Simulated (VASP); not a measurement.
Set up this calculation in VASP 6.6.1, as the native input.

- Task: relaxation of cell and atoms
- Functional: PBE
- Potentials or basis: VASP PAW PBE potentials, release 64 (S)
- Cutoff: 600 eV
- k mesh: 17 × 17 × 17
- Occupations: fermi-dirac, width 0.1 eV
- Spin: no spin polarisation
- Target pressure: 30 GPa
- Dipole correction: no
- Further INCAR settings: ALGO = Normal; EDIFF = 1e-07; IBRION = 2; EDIFFG = -0.005; NSW = 32; ISIF = 3

The structure of S lies in POSCAR:

```
S
1.0
    0.0000000000      1.8444615502      1.8444615502
    1.8444615502      0.0000000000      1.8444615502
    1.8444615502      1.8444615502      0.0000000000
S
1
Direct
    0.0000000000      0.0000000000      0.0000000000
```

These files were run (other wordings do the same):

INCAR

```
SYSTEM = S
ALGO = Normal
EDIFF = 1E-7
EDIFFG = -0.005
ENCUT = 600
GGA = PE
IBRION = 2
ISIF = 3
ISMEAR = -1
LASPH = .TRUE.
LCHARG = .FALSE.
LREAL = .FALSE.
LWAVE = .FALSE.
NELM = 100
NSW = 32
PREC = Accurate
PSTRESS = 300.0
SIGMA = 0.1
```

KPOINTS

```
k-points
0
G
  17 17 17
  0 0 0
```

Potentials or basis: VASP PAW PBE potentials, release 64 (S).

Run with:

```console
$ cat potpaw_PBE.64/S/POTCAR > POTCAR
$ mpirun -np 1 vasp_std > vasp.out
```

Results of the run:

```
Relaxed volume                                         : 12.53 Å³/atom
Relaxed cell                                           : a = 2.607 Å, b = 2.607 Å, c = 2.607 Å, α = 60.00°, β = 60.00°, γ = 60.00°
Space group after relaxing (to 0.05 Å)                 : Fm-3m (No. 225)
Energy change on relaxing (the enthalpy is what falls) : +4.4 meV/atom
Ionic steps                                            : 3
Pressure after relaxing                                : 30.0 GPa
Band gap on the k mesh                                 : zero (band 3 reaches 15.86 eV, above the bottom of band 4 at 7.67 eV)
```

Caveat: the cell is relaxed towards a set pressure, so the enthalpy falls and the energy may rise.

Wall time 110 s on 1 thread of AMD EPYC 7R13, on a shared host, peak memory 0.11 GiB.
